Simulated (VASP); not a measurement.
# TiTe (P6_3/mmc) in VASP: relaxation of the atoms with r2SCAN

Aim: the relaxation of the atoms of TiTe with r2SCAN.

Program: VASP 6.6.1. These are calculated values, not measurements. Logs are shortened: lines on timing, memory, paths and dates and some standing lists are left out, and cuts for length are marked.

## Step 1: The cell of the first run

It takes space group P6_3/mmc (No. 194, hexagonal). The conventional cell has a = 3.772 Å, b = 3.772 Å, c = 7.237 Å, α = 90.00°, β = 90.00°, γ = 120.00°. Ti (site symmetry -3m) has 6 Te at 2.83 Å and 8 Ti at 3.62 to 3.77 Å within 3.8 Å. Within 3.8 Å of Te (site symmetry -6m2) lie 6 Ti at 2.83 Å and 6 Te at 3.77 Å.

## Step 2: Relaxation of the atoms, r2SCAN

Input file POSCAR:

```
TiTe
1.0
    3.7717107700      0.0000000000      0.0000000000
   -1.8858553900      3.2663973500      0.0000000000
    0.0000000000      0.0000000000      7.2369846400
Ti Te
2 2
Direct
    0.0000000000      0.0000000000      0.0000000000
    0.0000000000      0.0000000000      0.5000000000
    0.3333333300      0.6666666700      0.2500000000
    0.6666666700      0.3333333300      0.7500000000
```

Input file INCAR.step1:

```
ALGO = Normal
EDIFF = 1E-4
ENCUT = 520
GGA = PE
ISMEAR = -1
LASPH = T
LCHARG = F
LREAL = F
LWAVE = T
NELM = 80
PREC = Accurate
SIGMA = 0.1
```

Input file INCAR.step2:

```
ALGO = Normal
EDIFF = 1E-7
EDIFFG = -0.01
ENCUT = 520
IBRION = 2
ISIF = 2
ISMEAR = -1
ISTART = 1
LASPH = T
LCHARG = F
LMIXTAU = T
LREAL = F
LWAVE = F
METAGGA = R2SCAN
NELM = 80
NSW = 50
PREC = Accurate
SIGMA = 0.1
```

Input file KPOINTS:

```
k-points
0
Gamma
  10 10 5
```

Potentials or basis: VASP PAW PBE potentials, release 64 (Ti_sv, Te).

Started as:

```bash
$ cat potpaw_PBE.64/Ti_sv/POTCAR potpaw_PBE.64/Te/POTCAR > POTCAR
$ cp INCAR.step1 INCAR
$ mpirun -np 1 vasp_std > vasp.out
$ cp INCAR.step2 INCAR
$ mpirun -np 1 vasp_std > vasp.out
```

OUTCAR:

```text
EDIFF = 1E-7
   EDIFFG = -0.01
   ENCUT = 520
   IBRION = 2
   ISIF = 2
   ISMEAR = -1
   ISTART = 1
   LASPH = T
   LREAL = F
   METAGGA = R2SCAN
   NELM = 80
   NSW = 50
   PREC = Accurate

 ion  position               nearest neighbor table
   1  0.000  0.000  0.000-   3 2.83   4 2.83   4 2.83   3 2.83   4 2.83   3 2.83
   2  0.000  0.000  0.500-   3 2.83   4 2.83   4 2.83   3 2.83   4 2.83   3 2.83
   3  0.333  0.667  0.250-   1 2.83   2 2.83   1 2.83   2 2.83   1 2.83   2 2.83
   4  0.667  0.333  0.750-   1 2.83   2 2.83   1 2.83   2 2.83   1 2.83   2 2.83

  LATTYP: Found a hexagonal cell.
 ALAT       =     3.7717107700
 C/A-ratio  =     1.9187538709

  Lattice vectors:

 A1 = (   3.7717107700,   0.0000000000,   0.0000000000)
 A2 = (  -1.8858553900,   3.2663973500,   0.0000000000)
 A3 = (   0.0000000000,   0.0000000000,   7.2369846400)

Analysis of symmetry for initial positions (statically):
=====================================================================
 Subroutine PRICEL returns:
 Original cell was already a primitive cell.

 Routine SETGRP: Setting up the symmetry group for a
 hexagonal supercell.

 Subroutine GETGRP returns: Found 24 space group operations
 (whereof 12 operations were pure point group operations)
 out of a pool of 24 trial point group operations.

The static configuration has the point symmetry D_3d.
 The point group associated with its full space group is D_6h.

Analysis of symmetry for dynamics (positions and initial velocities):
=====================================================================
 Subroutine PRICEL returns:
 Original cell was already a primitive cell.

 Routine SETGRP: Setting up the symmetry group for a
 hexagonal supercell.

 Subroutine GETGRP returns: Found 24 space group operations
 (whereof 12 operations were pure point group operations)
 out of a pool of 24 trial point group operations.

The dynamic configuration has the point symmetry D_3d.
 The point group associated with its full space group is D_6h.

 Subroutine INISYM returns: Found 24 space group operations
 (whereof 12 operations are pure point group operations),
 and found     1 'primitive' translations

----------------------------------------------------------------------------------------

                                     Primitive cell

  volume of cell :      89.1590

  direct lattice vectors                    reciprocal lattice vectors
     3.771710770  0.000000000  0.000000000     0.265131677  0.153073845  0.000000000
    -1.885855390  3.266397350  0.000000000     0.000000000  0.306147689  0.000000000
     0.000000000  0.000000000  7.236984640     0.000000000  0.000000000  0.138179097

  length of vectors
     3.771710770  3.771710779  7.236984640     0.306147690  0.306147689  0.138179097

  position of ions in fractional coordinates (direct lattice)
     0.000000000  0.000000000  0.000000000
     0.000000000  0.000000000  0.500000000
     0.333333330  0.666666670  0.250000000
     0.666666670  0.333333330  0.750000000

  ion indices of the primitive-cell ions
   primitive index   ion index
                 1           1
                 2           2
                 3           3
                 4           4

----------------------------------------------------------------------------------------

 KPOINTS: k-points

Automatic generation of k-mesh.
 Grid dimensions read from file:
 generate k-points for:   10   10    5

 Generating k-lattice:

  Cartesian coordinates                     Fractional coordinates (reciprocal lattice)
     0.026513168  0.015307384  0.000000000     0.100000000 -0.000000000  0.000000000
     0.000000000  0.030614769  0.000000000     0.000000000  0.100000000  0.000000000
     0.000000000  0.000000000  0.027635819     0.000000000  0.000000000  0.200000000

  Length of vectors
     0.030614769  0.030614769  0.027635819

  Shift w.r.t. Gamma in fractional coordinates (k-lattice)
     0.000000000  0.000000000  0.000000000

 Subroutine IBZKPT returns following result:
 ===========================================

 Found     42 irreducible k-points:

 Following reciprocal coordinates:
            Coordinates               Weight
  0.000000  0.000000  0.000000      1.000000
  0.100000  0.000000  0.000000      6.000000
  0.200000  0.000000  0.000000      6.000000
  0.300000  0.000000  0.000000      6.000000
  0.400000  0.000000  0.000000      6.000000
  0.500000  0.000000  0.000000      3.000000
[... 16 lines left out ...]
  0.300000  0.100000  0.200000     24.000000
  0.400000  0.100000  0.200000     24.000000
 [... further k-points ...]
   k-points           NKPTS =     42   k-points in BZ     NKDIM =     42   number of bands    NBANDS=     22
   number of dos      NEDOS =    301   number of ions     NIONS =      4
   total plane-waves  NPLWV =  42336
   dimension x,y,z NGX =    28 NGY =   28 NGZ =   54
   dimension x,y,z NGXF=    56 NGYF=   56 NGZF=  108
   ions per type =               2   2
   NGX,Y,Z   is equivalent  to a cutoff of  12.34, 12.34, 12.40 a.u.
   NGXF,Y,Z  is equivalent  to a cutoff of  24.68, 24.68, 24.81 a.u.
 SYSTEM =  unknown system
   PREC   = accura    normal or accurate (medium, high low for compatibility)
   ISTART =      1    job   : 0-new  1-cont  2-samecut
   ICHARG =      0    charge: 1-file 2-atom 10-const
   ISPIN  =      1    spin polarized calculation?
   LNONCOLLINEAR =      F non collinear calculations
   LSORBIT =      F    spin-orbit coupling
   LASPH  =      T    aspherical Exc in radial PAW
   ENCUT  =  520.0 eV  38.22 Ry    6.18 a.u.   7.01  7.01 13.46*2*pi/ulx,y,z
   NELM   =     80;   NELMIN=  2; NELMDL=  0     # of ELM steps
   EDIFF  = 0.1E-06   stopping-criterion for ELM
   LREAL  =      F    real-space projection
   EDIFFG = -.1E-01   stopping-criterion for IOM
   NSW    =     50    number of steps for IOM
   IBRION =      2    ionic relax: 0-MD 1-quasi-New 2-CG
   NFREE  =      1    steps in history (QN), initial steepest desc. (CG)
   ISIF   =      2    stress and relaxation
   ISYM   =      2    0-nonsym 1-usesym 2-fastsym
   POTIM  = 0.5000    time-step for ionic-motion
   TEBEG  =    0.0;   TEEND  =   0.0 temperature during run
   PSTRESS=    0.0 pullay stress
   NELECT =      36.0000    total number of electrons
   NUPDOWN=      -1.0000    fix difference up-down
   EMIN   =  10.00;   EMAX   =-10.00  energy-range for DOS
   EFERMI =   0.00;   METHOD = LEGACY
   ISMEAR =    -1;   SIGMA  =   0.10  broadening in eV -4-tet -1-fermi 0-gaus
   EFERMI_NEDOS =   21; number of points for ismear=-14 and -15
   IALGO  =     38    algorithm
   IMIX   =      4    mixing-type and parameters
     AMIX     =   0.40;   BMIX     =  1.00
     AMIX_MAG =   1.60;   BMIX_MAG =  1.00
  volume/ion in A,a.u.               =      22.29       150.42
  Fermi-wavevector in a.u.,A,eV,Ry     =   1.210005  2.286579 19.920468  1.464113
  Thomas-Fermi vector in A             =   2.345565
   LORBIT       =      0    0 simple, 1 ext, 2 COOP (PROOUT), +10 PAW based schemes
   METAGGA = R2SCAN    functional components
   LHFCALC =     F    Hartree Fock is set to
   AEXX    =    0.0000 exact exchange contribution
   IVDW    =     0    specifies the selected vdW correction
   LEPSILON=     F    determine dielectric tensor
   LRPA    =     F    only Hartree local field effects (RPA)
 conjugate gradient relaxation of ions
 non-spin polarized calculation
  energy-cutoff  :      520.00
  volume of cell :       89.16
 maximum number of plane-waves:      2419
 NGX is ok and might be reduce to    28
   NGX = 13   NGY = 13   NGZ = 27

 number of electron      35.9999986 magnetization

 Free energy of the ion-electron system (eV)
  ---------------------------------------------------
  ext. energy  EPLUGINS =         0.00000000
  ---------------------------------------------------
  free energy    TOTEN  =       -79.49966967 eV

  energy without entropy =      -79.38259666  energy(sigma->0) =      -79.44113316

 E-fermi :   9.1262     XC(G=0): -11.2667

 val. band max:        9.1112917287   @ k =   0.2000   0.2000   0.2000
 cond. band min:       9.1269701946   @ k =   0.1000   0.0000   0.0000
 fundamental gap:      0.0156784660
 Fermi energy:         9.1261628702

 k-point     1 :       0.0000    0.0000    0.0000
  band No.  band energies     occupation
      1     -50.7912      2.00000
      2     -50.7882      2.00000
      3     -26.0684      2.00000
      4     -26.0243      2.00000
      5     -26.0242      2.00000
      6     -26.0194      2.00000
[... 14 lines left out ...]
     21       9.0155      1.50312
     22       9.8467      0.00148

 k-point     2 :       0.1000    0.0000    0.0000
  band No.  band energies     occupation
      1     -50.7909      2.00000
      2     -50.7879      2.00000
      3     -26.0672      2.00000
      4     -26.0287      2.00000
      5     -26.0253      2.00000
      6     -26.0234      2.00000
[... 14 lines left out ...]
     21       9.5999      0.01737
     22       9.8345      0.00168

 k-point     3 :       0.2000    0.0000    0.0000
  band No.  band energies     occupation
      1     -50.7901      2.00000
      2     -50.7872      2.00000
      3     -26.0641      2.00000
      4     -26.0402      2.00000
      5     -26.0339      2.00000
      6     -26.0281      2.00000
[... 14 lines left out ...]
     21       9.8182      0.00197
     22      10.0816      0.00014
[... 476 lines left out ...]
 k-point    23 :       0.3000    0.1000    0.2000
  band No.  band energies     occupation
      1     -50.7883      2.00000
      2     -50.7860      2.00000
      3     -26.0598      2.00000
      4     -26.0537      2.00000
      5     -26.0525      2.00000
      6     -26.0348      2.00000
[... 14 lines left out ...]
     21      10.2079      0.00004
     22      10.3660      0.00001

 k-point    24 :       0.4000    0.1000    0.2000
  band No.  band energies     occupation
      1     -50.7878      2.00000
      2     -50.7854      2.00000
      3     -26.0670      2.00000
      4     -26.0598      2.00000
      5     -26.0512      2.00000
      6     -26.0372      2.00000
[... 14 lines left out ...]
     21      10.2945      0.00002
     22      10.4501      0.00000

 [... further k-points ...]

------------------------ aborting loop because EDIFF is reached ----------------------------------------

  FORCE on cell =-STRESS in cart. coord.  units (eV):
  Direction    XX          YY          ZZ          XY          YZ          ZX
  --------------------------------------------------------------------------------------
  -------------------------------------------------------------------------------------
  Total       -1.5787661     -1.5787661     -2.1067292      0.0000000     -0.0000000      0.0000000
  in kB      -28.3702610    -28.3702611    -37.8577023      0.0000000     -0.0000000      0.0000000
  external PRESSURE =     -31.5327414 kB  Pullay stress =       0.0000000 kB

 VOLUME and BASIS-vectors are now :
 -----------------------------------------------------------------------------
  energy-cutoff  :      520.00
  volume of cell :       89.16
      direct lattice vectors                 reciprocal lattice vectors
     3.771710770  0.000000000  0.000000000     0.265131677  0.153073845  0.000000000
    -1.885855390  3.266397350  0.000000000     0.000000000  0.306147689  0.000000000
     0.000000000  0.000000000  7.236984640     0.000000000  0.000000000  0.138179097

 POSITION                                       TOTAL-FORCE (eV/Angst)
 -----------------------------------------------------------------------------------
      0.00000      0.00000      0.00000         0.000000      0.000000      0.000000
      0.00000      0.00000      3.61849         0.000000      0.000000      0.000000
     -0.00000      2.17760      1.80925         0.000000      0.000000     -0.000000
      1.88586      1.08880      5.42774        -0.000000     -0.000000     -0.000000
 -----------------------------------------------------------------------------------
    total drift:                               -0.000000      0.000000      0.000000

  FREE ENERGIE OF THE ION-ELECTRON SYSTEM (eV)
  ---------------------------------------------------
  free  energy   TOTEN  =       -79.4996696674 eV

  energy  without entropy=      -79.3825966563  energy(sigma->0) =      -79.44113316

 reached required accuracy - stopping structural energy minimisation
```

Run time: 4.9 min. Hardware: 1 thread of Oxide Virtual Turin-like, shared host; peak memory 0.22 GiB.

What came out:

```
Free energy             : -79.4997 eV
Pressure after relaxing : -3.2 GPa
Band gap on the k mesh  : zero (bands 18 and 19 overlap by 0.26 eV)
```

Stress tensor (GPa, compression positive):
```
-2.84  0.00  0.00
 0.00 -2.84  0.00
 0.00  0.00 -3.79
```

Final structure:
```xyz
4
Lattice="3.7717 0.0000 0.0000 -1.8859 3.2664 0.0000 0.0000 0.0000 7.2370" Properties=species:S:1:pos:R:3 pbc="T T T"
Ti    0.0000    0.0000    0.0000
Ti    0.0000    0.0000    3.6185
Te    0.0000    2.1776    1.8092
Te    1.8859    1.0888    5.4277
```

Caveat: the PAW data sets were made with another functional, which shifts forces and pressure a little; spin-orbit coupling is left out, which moves the levels of the heavy elements.
